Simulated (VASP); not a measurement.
**Al: relaxation of cell and atoms with PBE**

Al:

```xyz
6
Lattice="2.4444 -2.9872 0.0000 2.4444 2.9872 0.0000 0.0000 0.0000 7.3794" Properties=species:S:1:pos:R:3 pbc="T T T"
Al    2.4444    1.7451    4.9275
Al    2.4444   -1.7451    4.9275
Al    2.4444   -1.7451    2.4519
Al    2.4444    1.7451    2.4519
Al    2.4444    1.2415    0.0000
Al    2.4444   -1.2415    0.0000
```

The cell was built from a structure type or drawn by symmetry, and may not be a known phase.

```yaml
Program: VASP 6.6.1
Task: relaxation of cell and atoms
Functional: PBE
Potentials_or_basis: VASP PAW PBE potentials, release 64 (Al)
Cutoff: 600 eV
k_mesh: 4 × 4 × 4
Occupations: gaussian, width 0.1 eV
Spin: no spin polarisation
Dipole_correction: no
Further_INCAR_settings: ALGO = Normal; EDIFF = 1e-06; IBRION = 2; EDIFFG = -0.04; NSW = 90; ISIF = 3
```

- Relaxed volume: 20.09 Å³/atom
- Relaxed cell: a = 3.789 Å, b = 3.789 Å, c = 8.400 Å, α = 90.00°, β = 90.00°, γ = 89.83°
- Space group after relaxing (to 0.1 Å): P4/mmm (No. 123)
- Energy gained by relaxing: 346.0 meV/atom
- Ionic steps: 24
- Pressure after relaxing: -0.1 GPa
- Largest force after relaxing: 0.012 eV/Å

Forces in eV/Å, atoms in the order of the input:
```
Al   0.000 -0.002 -0.012
Al   0.000  0.002 -0.012
Al   0.000  0.002  0.012
Al   0.000 -0.002  0.012
Al   0.000 -0.001  0.000
Al   0.000  0.001  0.000
```

Stress tensor (GPa, compression positive):
```
-0.11  0.00  0.00
 0.00 -0.13  0.00
 0.00  0.00  0.07
```

The path:
| step | energy change (eV) | largest force (eV/Å) | pressure (GPa) | volume (Å³) |
| --- | --- | --- | --- | --- |
| 1 | 0.0000 | 0.5458 | 16.30 | 107.77 |
| 2 | -1.1223 | 0.3608 | -2.42 | 138.75 |
| 3 | -1.1605 | 0.4270 | -0.24 | 132.50 |
| 4 | -1.1610 | 0.4209 | -0.46 | 133.09 |
| 5 | -1.2148 | 0.3851 | -0.62 | 132.51 |
| 6 | -1.3897 | 0.3942 | -1.23 | 130.70 |
| 7 | -1.7826 | 0.4805 | -1.74 | 126.81 |
| 8 | 0.2322 | 4.8673 | 8.88 | 117.94 |
| 9 | -1.7709 | 0.6229 | -1.50 | 126.24 |
| 10 | -1.7538 | 0.8024 | 0.35 | 122.25 |
| 11 | -1.8524 | 0.5931 | -1.13 | 124.85 |
| 12 | -1.8666 | 0.5179 | -0.71 | 123.84 |
| 13 | -1.8959 | 0.4325 | -0.36 | 122.61 |
| 14 | -1.8977 | 0.4990 | -0.24 | 122.24 |
| 15 | -1.9606 | 0.4392 | -0.25 | 121.76 |
| 16 | -2.0312 | 0.3195 | -0.24 | 120.86 |
| 17 | -1.9145 | 0.3801 | 1.65 | 118.87 |
| 18 | -2.0412 | 0.2555 | 0.02 | 120.40 |
| 19 | -2.0624 | 0.1925 | 0.30 | 120.10 |
| 20 | -2.0628 | 0.2038 | 0.36 | 120.05 |
| 21 | -2.0724 | 0.1386 | 0.02 | 120.54 |
| 22 | -2.0738 | 0.0998 | -0.15 | 120.83 |
| 23 | -2.0756 | 0.0481 | -0.10 | 120.69 |
| 24 | -2.0761 | 0.0123 | -0.06 | 120.56 |

Final structure:
```
Al
1.0
     2.68280   -2.67504    0.00000
     2.68280    2.67504    0.00000
     0.00000    0.00000    8.39977
Al
6
Direct
  0.24998 0.75002 0.66688
  0.75002 0.24998 0.66688
  0.75002 0.24998 0.33312
  0.24998 0.75002 0.33312
  0.24998 0.75002 0.00000
  0.75002 0.24998 0.00000
```

Levels at points of the mesh, in eV from the Fermi level:
```
           k point  band 5  band 6  band 7  band 8  band 9  band 10  band 11  band 12
(0.00, 0.00, 0.00)   -1.19   -0.20   -0.18    0.39    1.54     1.54     1.56     2.21
(0.50, 0.00, 0.00)   -4.90   -4.90    1.04    1.04    1.05     1.05     2.13     2.13
(0.50, 0.50, 0.00)   -2.82   -2.81   -2.78   -2.77   -2.11    -2.10    -2.10    -2.09
(0.00, 0.00, 0.50)    0.24    0.25    0.27    0.28    0.87     0.88     2.86     2.92
(0.50, 0.00, 0.50)   -3.01   -3.00   -1.67   -1.67    2.57     2.57     2.58     2.58
(0.50, 0.50, 0.50)   -3.46   -3.45   -3.44   -3.44   -0.75    -0.74    -0.41    -0.26
```

Run time: 3.5 min on 1 thread of Intel(R) Xeon(R) Platinum 8488C (Sapphire Rapids) (shared host), peak memory 0.24 GiB.

Caveat: the k points lie up to 0.41 Å⁻¹ apart in the final cell; the highest band is partly filled, so the run has too few bands.
